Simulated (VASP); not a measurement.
# C (Fd-3m) in VASP: notebook

Runs on C. Level: r2SCAN+rVV10. Tasks: single point.

Program: VASP 6.6.1. These are calculated values, not measurements. Logs are shortened: lines on timing, memory, paths and dates and some standing lists are left out, and cuts for length are marked.

## Step 1: The cell of the first run

It takes space group Fd-3m (No. 227, cubic). The conventional cell has a = 3.558 Å, b = 3.558 Å, c = 3.558 Å, α = 90.00°, β = 90.00°, γ = 90.00°. Within 2.1 Å of C (site symmetry -43m) lie 4 C at 1.54 Å.

## Step 2: Single point, r2SCAN+rVV10

POSCAR reads:

```
C
1.0
    0.0000000000      1.7789424097      1.7789424097
    1.7789424097      0.0000000000      1.7789424097
    1.7789424097      1.7789424097      0.0000000000
C
2
Direct
    0.0000000000      0.0000000000      0.0000000000
    0.2500000000      0.2500000000      0.2500000000
```

INCAR.step1 reads:

```
PREC = Accurate ; ENCUT = 520
ISMEAR = -1 ; SIGMA = 0.03
LREAL = F ; LASPH = T
NELM = 100 ; NBANDS = 11
GGA = PE ; ALGO = Normal
EDIFF = 1E-4 ; LWAVE = T
LCHARG = F
```

INCAR.step2 reads:

```
PREC = Accurate ; ENCUT = 520
EDIFF = 1E-6 ; ISMEAR = -1
SIGMA = 0.03 ; LREAL = F
LASPH = T ; NELM = 100
ALGO = Normal ; ISIF = 2
LWAVE = F ; LCHARG = F
METAGGA = R2SCAN ; LMIXTAU = T
LUSE_VDW = T ; IVDW_NL = 2
BPARAM = 11.95 ; CPARAM = 0.0093
NBANDS = 11 ; ISTART = 1
```

KPOINTS reads:

```
regular mesh
0
Gamma
  14 14 14
```

Potentials or basis: VASP PAW PBE potentials, release 64 (C).

Started as:

```bash
> cat potpaw_PBE.64/C/POTCAR > POTCAR
> cp INCAR.step1 INCAR
> mpirun -np 1 vasp_std > vasp.out
> cp INCAR.step2 INCAR
> mpirun -np 1 vasp_std > vasp.out
```

OUTCAR:

```text
PREC = Accurate
   ENCUT = 520
   EDIFF = 1E-6
   ISMEAR = -1
   LREAL = F
   LASPH = T
   NELM = 100
   ISIF = 2
   METAGGA = R2SCAN
   IVDW_NL = 2
   BPARAM = 11.95
   ISTART = 1

 ion  position               nearest neighbor table
   1  0.000  0.000  0.000-   2 1.54   2 1.54   2 1.54   2 1.54
   2  0.250  0.250  0.250-   1 1.54   1 1.54   1 1.54   1 1.54

  LATTYP: Found a face centered cubic cell.
 ALAT       =     3.5578848194

  Lattice vectors:

 A1 = (   0.0000000000,   1.7789424097,   1.7789424097)
 A2 = (   1.7789424097,   0.0000000000,   1.7789424097)
 A3 = (   1.7789424097,   1.7789424097,   0.0000000000)

Analysis of symmetry for initial positions (statically):
=====================================================================
 Subroutine PRICEL returns:
 Original cell was already a primitive cell.

 Routine SETGRP: Setting up the symmetry group for a
 face centered cubic supercell.

 Subroutine GETGRP returns: Found 48 space group operations
 (whereof 24 operations were pure point group operations)
 out of a pool of 48 trial point group operations.

The static configuration has the point symmetry T_d .
 The point group associated with its full space group is O_h .

Analysis of symmetry for dynamics (positions and initial velocities):
=====================================================================
 Subroutine PRICEL returns:
 Original cell was already a primitive cell.

 Routine SETGRP: Setting up the symmetry group for a
 face centered cubic supercell.

 Subroutine GETGRP returns: Found 48 space group operations
 (whereof 24 operations were pure point group operations)
 out of a pool of 48 trial point group operations.

The dynamic configuration has the point symmetry T_d .
 The point group associated with its full space group is O_h .

 Subroutine INISYM returns: Found 48 space group operations
 (whereof 24 operations are pure point group operations),
 and found     1 'primitive' translations

----------------------------------------------------------------------------------------

                                     Primitive cell

  volume of cell :      11.2594

  direct lattice vectors                    reciprocal lattice vectors
     0.000000000  1.778942410  1.778942410    -0.281065872  0.281065872  0.281065872
     1.778942410  0.000000000  1.778942410     0.281065872 -0.281065872  0.281065872
     1.778942410  1.778942410  0.000000000     0.281065872  0.281065872 -0.281065872

  length of vectors
     2.515804482  2.515804482  2.515804482     0.486820371  0.486820371  0.486820371

  position of ions in fractional coordinates (direct lattice)
     0.000000000  0.000000000  0.000000000
     0.250000000  0.250000000  0.250000000

  ion indices of the primitive-cell ions
   primitive index   ion index
                 1           1
                 2           2

----------------------------------------------------------------------------------------

 KPOINTS: regular mesh

Automatic generation of k-mesh.
 Grid dimensions read from file:
 generate k-points for:   14   14   14

 Generating k-lattice:

  Cartesian coordinates                     Fractional coordinates (reciprocal lattice)
    -0.020076134  0.020076134  0.020076134     0.071428571  0.000000000  0.000000000
     0.020076134 -0.020076134  0.020076134     0.000000000  0.071428571  0.000000000
     0.020076134  0.020076134 -0.020076134     0.000000000  0.000000000  0.071428571

  Length of vectors
     0.034772884  0.034772884  0.034772884

  Shift w.r.t. Gamma in fractional coordinates (k-lattice)
     0.000000000  0.000000000  0.000000000

 Subroutine IBZKPT returns following result:
 ===========================================

 Found    104 irreducible k-points:

 Following reciprocal coordinates:
            Coordinates               Weight
  0.000000  0.000000  0.000000      1.000000
  0.071429  0.000000  0.000000      8.000000
  0.142857  0.000000  0.000000      8.000000
  0.214286  0.000000  0.000000      8.000000
  0.285714  0.000000  0.000000      8.000000
  0.357143  0.000000  0.000000      8.000000
[... 16 lines left out ...]
  0.214286  0.142857  0.000000     24.000000
  0.285714  0.142857  0.000000     24.000000
 [... further k-points ...]
   k-points           NKPTS =    104   k-points in BZ     NKDIM =    104   number of bands    NBANDS=     11
   number of dos      NEDOS =    301   number of ions     NIONS =      2
   total plane-waves  NPLWV =   8000
   dimension x,y,z NGX =    20 NGY =   20 NGZ =   20
   dimension x,y,z NGXF=    40 NGYF=   40 NGZF=   40
   ions per type =               2
   NGX,Y,Z   is equivalent  to a cutoff of  13.22, 13.22, 13.22 a.u.
   NGXF,Y,Z  is equivalent  to a cutoff of  26.43, 26.43, 26.43 a.u.
 SYSTEM =  unknown system
   PREC   = accura    normal or accurate (medium, high low for compatibility)
   ISTART =      1    job   : 0-new  1-cont  2-samecut
   ICHARG =      0    charge: 1-file 2-atom 10-const
   ISPIN  =      1    spin polarized calculation?
   LNONCOLLINEAR =      F non collinear calculations
   LSORBIT =      F    spin-orbit coupling
   LASPH  =      T    aspherical Exc in radial PAW
   ENCUT  =  520.0 eV  38.22 Ry    6.18 a.u.   4.68  4.68  4.68*2*pi/ulx,y,z
   NELM   =    100;   NELMIN=  2; NELMDL=  0     # of ELM steps
   EDIFF  = 0.1E-05   stopping-criterion for ELM
   LREAL  =      F    real-space projection
   EDIFFG = 0.1E-04   stopping-criterion for IOM
   NSW    =      0    number of steps for IOM
   IBRION =     -1    ionic relax: 0-MD 1-quasi-New 2-CG
   NFREE  =      0    steps in history (QN), initial steepest desc. (CG)
   ISIF   =      2    stress and relaxation
   ISYM   =      2    0-nonsym 1-usesym 2-fastsym
   POTIM  = 0.5000    time-step for ionic-motion
   TEBEG  =    0.0;   TEEND  =   0.0 temperature during run
   PSTRESS=    0.0 pullay stress
   NELECT =       8.0000    total number of electrons
   NUPDOWN=      -1.0000    fix difference up-down
   EMIN   =  10.00;   EMAX   =-10.00  energy-range for DOS
   EFERMI =   0.00;   METHOD = LEGACY
   ISMEAR =    -1;   SIGMA  =   0.03  broadening in eV -4-tet -1-fermi 0-gaus
   EFERMI_NEDOS =   21; number of points for ismear=-14 and -15
   IALGO  =     38    algorithm
   IMIX   =      4    mixing-type and parameters
     AMIX     =   0.40;   BMIX     =  1.00
     AMIX_MAG =   1.60;   BMIX_MAG =  1.00
  volume/ion in A,a.u.               =       5.63        37.99
  Fermi-wavevector in a.u.,A,eV,Ry     =   1.460830  2.760568 29.035153  2.134024
  Thomas-Fermi vector in A             =   2.577233
   LORBIT       =      0    0 simple, 1 ext, 2 COOP (PROOUT), +10 PAW based schemes
   METAGGA = R2SCAN    functional components
   LHFCALC =     F    Hartree Fock is set to
   AEXX    =    0.0000 exact exchange contribution
   IVDW_NL    =     2    kernel type
   BPARAM     =11.9500
   IVDW    =     0    specifies the selected vdW correction
   LEPSILON=     F    determine dielectric tensor
   LRPA    =     F    only Hartree local field effects (RPA)
 non-spin polarized calculation
  energy-cutoff  :      520.00
  volume of cell :       11.26
 maximum number of plane-waves:       316
   NGX =  9   NGY =  9   NGZ =  9

 number of electron       7.9999999 magnetization

 Free energy of the ion-electron system (eV)
  ---------------------------------------------------
  ext. energy  EPLUGINS =         0.00000000
  ---------------------------------------------------
  free energy    TOTEN  =       -19.58091345 eV

  energy without entropy =      -19.58091345  energy(sigma->0) =      -19.58091345

 E-fermi :  10.4945     XC(G=0): -14.3309

 val. band max:        9.8278957468   @ k =   0.0000   0.0000   0.0000
 cond. band min:      14.1363039664   @ k =   0.3571   0.3571   0.0000
 fundamental gap:      4.3084082196
 Fermi energy:        10.4944671748

 k-point     1 :       0.0000    0.0000    0.0000
  band No.  band energies     occupation
      1     -12.9876      2.00000
      2       9.8279      2.00000
      3       9.8279      2.00000
      4       9.8279      2.00000
      5      15.6771      0.00000
      6      15.6771      0.00000
      7      15.6771      0.00000
      8      23.8170      0.00000
      9      30.2413      0.00000
     10      37.2856      0.00000
     11      37.2856      0.00000

 k-point     2 :       0.0714    0.0000    0.0000
  band No.  band energies     occupation
      1     -12.8391      2.00000
      2       8.8169      2.00000
      3       9.5654      2.00000
      4       9.5654      2.00000
      5      16.0208      0.00000
      6      16.0208      0.00000
      7      16.2832      0.00000
      8      23.9624      0.00000
      9      30.5018      0.00000
     10      35.5219      0.00000
     11      35.5219      0.00000

 k-point     3 :       0.1429    0.0000    0.0000
  band No.  band energies     occupation
      1     -12.3948      2.00000
      2       6.6242      2.00000
      3       8.9568      2.00000
      4       8.9568      2.00000
      5      16.8235      0.00000
      6      16.8236      0.00000
      7      17.3086      0.00000
      8      24.3875      0.00000
      9      31.1093      0.00000
     10      33.9095      0.00000
     11      33.9095      0.00000

 k-point     4 :       0.2143    0.0000    0.0000
  band No.  band energies     occupation
      1     -11.6597      2.00000
      2       4.0759      2.00000
      3       8.2725      2.00000
      4       8.2725      2.00000
      5      17.6827      0.00000
      6      17.6827      0.00000
      7      18.0959      0.00000
      8      25.0202      0.00000
      9      31.6235      0.00000
     10      33.1534      0.00000
     11      33.1534      0.00000

 k-point     5 :       0.2857    0.0000    0.0000
  band No.  band energies     occupation
      1     -10.6441      2.00000
      2       1.4955      2.00000
      3       7.6664      2.00000
      4       7.6664      2.00000
      5      18.3079      0.00000
      6      18.3079      0.00000
      7      18.5829      0.00000
      8      25.6965      0.00000
      9      31.8477      0.00000
     10      33.3940      0.00000
     11      33.3940      0.00000
[... 211 lines left out ...]
 k-point    21 :      -0.0714    0.0714    0.0000
  band No.  band energies     occupation
      1     -12.5920      2.00000
      2       7.9196      2.00000
      3       8.3766      2.00000
      4       9.5731      2.00000
      5      16.0844      0.00000
      6      16.7959      0.00000
      7      17.1297      0.00000
      8      24.1407      0.00000
      9      30.8915      0.00000
     10      33.4656      0.00000
     11      35.0145      0.00000

 k-point    22 :       0.1429    0.1429    0.0000
  band No.  band energies     occupation
      1     -12.1975      2.00000
      2       7.5855      2.00000
      3       7.5855      2.00000
      4       7.9814      2.00000
      5      15.1317      0.00000
      6      18.6242      0.00000
      7      18.6242      0.00000
      8      23.6343      0.00000
      9      30.9606      0.00000
     10      31.5456      0.00000
     11      38.2924      0.00000

 k-point    23 :       0.2143    0.1429    0.0000
  band No.  band energies     occupation
      1     -11.6580      2.00000
      2       5.7323      2.00000
      3       6.8546      2.00000
      4       7.6313      2.00000
      5      15.3131      0.00000
      6      19.6537      0.00000
      7      19.6986      0.00000
      8      23.1210      0.00000
      9      30.6778      0.00000
     10      32.1633      0.00000
     11      37.6388      0.00000

 k-point    24 :       0.2857    0.1429    0.0000
  band No.  band energies     occupation
      1     -10.8320      2.00000
      2       3.3788      2.00000
      3       6.2776      2.00000
      4       7.0303      2.00000
      5      16.0311      0.00000
      6      20.3656      0.00000
      7      20.5038      0.00000
      8      22.8799      0.00000
      9      31.2543      0.00000
     10      32.5745      0.00000
     11      37.1877      0.00000

 [... further k-points ...]
[... 5 lines left out ...]
  --------------------------------------------------------------------------------------
  -------------------------------------------------------------------------------------
  Total        0.0804200      0.0804200      0.0804200     -0.0000000     -0.0000000      0.0000000
  in kB       11.4435002     11.4435002     11.4435002     -0.0000000     -0.0000000      0.0000000
  external PRESSURE =      11.4435002 kB  Pullay stress =       0.0000000 kB

 VOLUME and BASIS-vectors are now :
 -----------------------------------------------------------------------------
  energy-cutoff  :      520.00
  volume of cell :       11.26
      direct lattice vectors                 reciprocal lattice vectors
     0.000000000  1.778942410  1.778942410    -0.281065872  0.281065872  0.281065872
     1.778942410  0.000000000  1.778942410     0.281065872 -0.281065872  0.281065872
     1.778942410  1.778942410  0.000000000     0.281065872  0.281065872 -0.281065872

 POSITION                                       TOTAL-FORCE (eV/Angst)
 -----------------------------------------------------------------------------------
      0.00000      0.00000      0.00000         0.000000      0.000000      0.000000
      0.88947      0.88947      0.88947        -0.000000     -0.000000     -0.000000
 -----------------------------------------------------------------------------------
    total drift:                                0.000000      0.000000      0.000000

  FREE ENERGIE OF THE ION-ELECTRON SYSTEM (eV)
  ---------------------------------------------------
  free  energy   TOTEN  =       -19.5809134483 eV

  energy  without entropy=      -19.5809134483  energy(sigma->0) =      -19.58091345
```

Wall time 39 s (1 thread of Intel Xeon 6975P-C, shared host); peak memory 0.18 GiB.

Results:

| Quantity | Value |
| --- | --- |
| Free energy | -19.5809 eV |
| Pressure | 1.1 GPa |
| Band gap on the k mesh | 4.31 eV, indirect (least direct gap 5.85 eV) |

Levels at points of the mesh, in eV from the valence-band top:
```tsv
k point	band 2	band 3	band 4	band 5	band 6	band 7
(0.00, 0.00, 0.00)	0.00	0.00	0.00	5.85	5.85	5.85
(0.50, 0.00, 0.00)	-14.15	-3.00	-3.00	8.90	8.90	9.22
(0.50, 0.50, 0.00)	-13.65	-6.71	-6.71	4.98	4.98	17.99
```

Caveat: the PAW data sets were made with another functional, which shifts forces and pressure a little. A k mesh can miss the band edges.

## Step 3: Single point, r2SCAN+rVV10

POSCAR is that of step 2.

INCAR.step1 reads:

```
PREC = Accurate ; ENCUT = 910
ISMEAR = -1 ; SIGMA = 0.03
LREAL = F ; LASPH = T
NELM = 120 ; NBANDS = 11
GGA = PE ; ALGO = Normal
EDIFF = 1E-5 ; LWAVE = T
LCHARG = F ; GGA_COMPAT = F
```

INCAR.step2 reads:

```
PREC = Accurate ; ENCUT = 910
EDIFF = 1E-6 ; ISMEAR = -1
SIGMA = 0.03 ; LREAL = F
LASPH = T ; NELM = 120
ALGO = Normal ; ISIF = 2
LWAVE = F ; LCHARG = F
METAGGA = R2SCAN ; LMIXTAU = T
LUSE_VDW = T ; IVDW_NL = 2
BPARAM = 11.95 ; CPARAM = 0.0093
NBANDS = 11 ; ISTART = 1
GGA_COMPAT = F
```

KPOINTS is that of step 2.

Potentials or basis: VASP PAW PBE potentials, release 64 (C_h).

Started as:

```bash
> cat potpaw_PBE.64/C_h/POTCAR > POTCAR
> cp INCAR.step1 INCAR
> mpirun -np 1 vasp_std > vasp.out
> cp INCAR.step2 INCAR
> mpirun -np 1 vasp_std > vasp.out
```

Run time: 2 min. Hardware: 1 thread of AMD EPYC 9R14 (Zen 4), shared host; peak memory 0.23 GiB.

The run converged. Its results:

```yaml
Free_energy: -19.6243 eV
Pressure: -0.9 GPa
Band_gap_on_the_k_mesh: 4.34 eV, indirect (least direct gap 5.89 eV)
```

Levels at points of the mesh, in eV from the valence-band top:
```tsv
k point	band 1	band 2	band 3	band 4	band 5	band 6	band 7	band 8	band 9
(0.00, 0.00, 0.00)	-22.79	0.00	0.00	0.00	5.89	5.89	5.89	14.02	20.42
(0.50, 0.00, 0.00)	-16.79	-14.13	-2.99	-2.99	8.93	8.93	9.24	16.76	23.26
(0.50, 0.50, 0.00)	-13.63	-13.63	-6.69	-6.69	5.00	5.00	18.04	18.04	24.74
```

Caveat: the cutoff is under 1.25 times the usual one of these potentials, so pressure, stress and relaxed cells hold a basis-set (Pulay) error; the PAW data sets were made with another functional, which shifts forces and pressure a little. A k mesh can miss the band edges.
